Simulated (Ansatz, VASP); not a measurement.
**Two plane-wave programs on NaH3**

```xyz
4
Lattice="2.2877 -2.2887 0.0008 2.2877 2.2887 0.0008 -1.9517 0.0000 5.7343" Properties=species:S:1:pos:R:3 pbc="T T T"
Na    0.0000    0.0000    0.0000
H     2.2877    0.0000    0.0008
H     3.3267    0.0000    2.6072
H    -0.7031    0.0000    3.1286
```

Change from the starting cell: the structure that the rattled Ni3Sn (D0_19) type (P6_3/mmc, No. 194) fell into.

Alike in both runs: functional PBE; k mesh 8 × 8 × 4; occupations gaussian, width 0.02 eV; no spin polarisation.

Ansatz relaxed the structure, and its values are those at the end. VASP's run is a single point on that final structure, the one shown.

|  | VASP | Ansatz |
| --- | --- | --- |
| version | VASP 6.6.1 | Ansatz 0.2.0 |
| potentials or method | VASP PAW PBE potentials, release 64 (Na_pv, H), cutoff 520 eV | scalar-relativistic, plane waves, PAW |
| valence electrons in the cell | 10 | 12 |

```tsv
	VASP	Ansatz	Ansatz less VASP
gap on the k mesh at the Fermi level (eV)	2.91	2.91	+0.002
least direct gap on the mesh (eV)	4.02	4.03	+0.006
pressure (GPa)	-0.1	0.0	+0.10
rms of the force components (eV/Å)	0.004	0.000	-0.0041
```

VASP's potentials hold 10 valence electrons a cell and Ansatz's 12, so a difference there can come from the potentials and not from the codes.
